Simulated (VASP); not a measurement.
N:

```
N
1.0
     4.08406    0.00000    0.00000
     0.00000    4.08406    0.00000
     0.00000    0.00000    5.34591
N
4
Direct
  0.90428 0.90428 0.00000
  0.59572 0.40428 0.50000
  0.09572 0.09572 0.00000
  0.40428 0.59572 0.50000
```

| Item | Value |
| --- | --- |
| Program | VASP 6.6.1 |
| Task | relaxation of cell and atoms |
| Functional | PBE |
| Dispersion | D3(BJ) |
| Potentials or basis | VASP PAW PBE potentials, release 64 (N) |
| Cutoff | 600 eV |
| k mesh | 6 × 6 × 4 |
| Occupations | gaussian, width 0.02 eV |
| Spin | no spin polarisation |

At the start: pressure 1.1 GPa; volume 22.29 Å³/atom.

How do energy, volume and symmetry change on relaxing?

Over 12 steps the energy falls by 2.6 meV/atom and the volume is 20.95 Å³/atom (-6.0 %); space group P4_2/mnm (No. 136, to 0.05 Å).

The path:
| step | energy change (eV) | largest force (eV/Å) | pressure (GPa) | volume (Å³) |
| --- | --- | --- | --- | --- |
| 1 | 0.0000 | 1.0035 | 1.12 | 89.17 |
| 2 | 1.2635 | 10.5732 | -15.20 | 91.18 |
| 3 | -0.0061 | 0.1650 | -0.42 | 89.29 |
| 4 | -0.0063 | 0.0159 | -0.22 | 89.27 |
| 5 | -0.0063 | 0.0117 | -0.18 | 89.26 |
| 6 | -0.0063 | 0.0279 | -0.16 | 89.26 |
| 7 | -0.0066 | 0.0274 | -0.16 | 89.01 |
| 8 | -0.0075 | 0.0249 | -0.14 | 88.25 |
| 9 | -0.0090 | 0.0260 | -0.09 | 86.75 |
| 10 | -0.0103 | 0.0526 | 0.06 | 83.79 |
| 11 | 0.0022 | 1.3417 | -1.90 | 83.50 |
| 12 | -0.0103 | 0.0016 | -0.01 | 83.78 |

Final structure:
```
CELL_PARAMETERS angstrom
3.99576 0.00000 0.00000
0.00000 3.99576 0.00000
0.00000 0.00000 5.24738
ATOMIC_POSITIONS crystal
N 0.90161 0.90161 0.00000
N 0.59839 0.40161 0.50000
N 0.09839 0.09839 0.00000
N 0.40161 0.59839 0.50000
```

Caveat: the standard files for N, O and F lose accuracy on very short bonds.
